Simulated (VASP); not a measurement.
Write the native input for VASP 6.6.1 that does the following.

- Task: single point
- Functional: PBE
- Potentials or basis: VASP PAW PBE potentials, release 64 (C)
- Cutoff: 520 eV
- k mesh: 6 × 6 × 20
- Occupations: fermi-dirac, width 0.05 eV
- Spin: no spin polarisation
- Dipole correction: no
- Further INCAR settings: ALGO = Normal; EDIFF = 1e-07; NBANDS = 8

The structure of C lies in POSCAR:

```
C
1.0
    4.2833507550      0.0000000000      0.0000000000
    0.0000000000      4.2833507550      0.0000000000
    0.0000000000      0.0000000000      1.2907822342
C
1
Direct
    0.5000000000      0.5000000000      0.5000000000
```

The input as run:

INCAR

```
SYSTEM = C
PREC     = Accurate       ! precision mode
ENCUT    = 520            ! plane-wave cutoff, eV
EDIFF    = 1E-7           ! SCF threshold, eV
ISMEAR   = -1             ! smearing method
SIGMA    = 0.05           ! smearing width, eV
LREAL    = .False.        ! projectors in reciprocal space
LASPH    = .True.         ! aspherical terms in the spheres
NELM     = 100            ! most SCF steps
ALGO     = Normal         ! electronic algorithm
ISIF     = 2              ! what is computed and relaxed
LWAVE    = .False.        ! write WAVECAR
LCHARG   = .False.        ! write CHGCAR
GGA      = PE             ! functional
NBANDS   = 8              ! bands
```

KPOINTS

```
regular mesh
0
Gamma
  6 6 20
  0 0 0
```

Potentials or basis: VASP PAW PBE potentials, release 64 (C).

Launch:

```bash
$ cat potpaw_PBE.64/C/POTCAR > POTCAR
$ mpirun -np 1 vasp_std > vasp.out
```

It gave:

| Property | Result |
| --- | --- |
| Pressure | -1.7 GPa |
| Band gap on the k mesh | zero (band 2 reaches 6.90 eV, above the bottom of band 3 at -7.21 eV) |

Wall time 7.4 s on 1 thread of Intel(R) Xeon(R) Platinum 8259CL CPU @ 2.50GHz (Skylake/Cascade Lake), with other jobs on the host, peak memory 0.13 GiB.
